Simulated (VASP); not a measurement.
CsBr: single point with PBE

CsBr:

```
Cs Br
1.0
     4.31960    0.00000    0.00000
     0.00000    4.31960    0.00000
     0.00000    0.00000    4.31960
Cs Br
1 1
Cartesian
  0.0000 0.0000 0.0000
  2.1598 2.1598 2.1598
```

```json
{
  "Program": "VASP 6.6.1",
  "Task": "single point",
  "Functional": "PBE",
  "Potentials or basis": "VASP PAW PBE potentials, release 64 (Cs_sv, Br)",
  "Cutoff": "500 eV",
  "k mesh": "4 × 4 × 4",
  "Occupations": "gaussian, width 0.01 eV",
  "Spin": "no spin polarisation",
  "Dipole correction": "no",
  "Further INCAR settings": "ALGO = Normal; EDIFF = 1e-06; NBANDS = 15"
}
```

The pressure is 0.7 GPa. The band gap on the k mesh is 4.42 eV (least direct gap 4.43 eV).

Levels at points of the mesh, in eV from the valence-band top:
```tsv
k point	band 6	band 7	band 8	band 9	band 10	band 11
(0.00, 0.00, 0.00)	-0.01	-0.01	-0.01	4.42	4.93	4.93
(0.50, 0.00, 0.00)	-1.28	-0.20	-0.20	5.91	7.19	7.63
(0.50, 0.50, 0.00)	-0.57	-0.57	0.00	5.25	5.48	7.20
(0.50, 0.50, 0.50)	-1.13	-1.13	-1.13	8.21	8.21	8.21
```

It took 8.1 s on 1 thread of Intel(R) Xeon(R) Platinum 8259CL CPU @ 2.50GHz (Skylake/Cascade Lake), on a shared host, peak memory 0.17 GiB.

Caveat: spin-orbit coupling is left out, which moves the levels of the heavy elements. A hybrid or GW would open this gap; PBE tends to underestimate it.
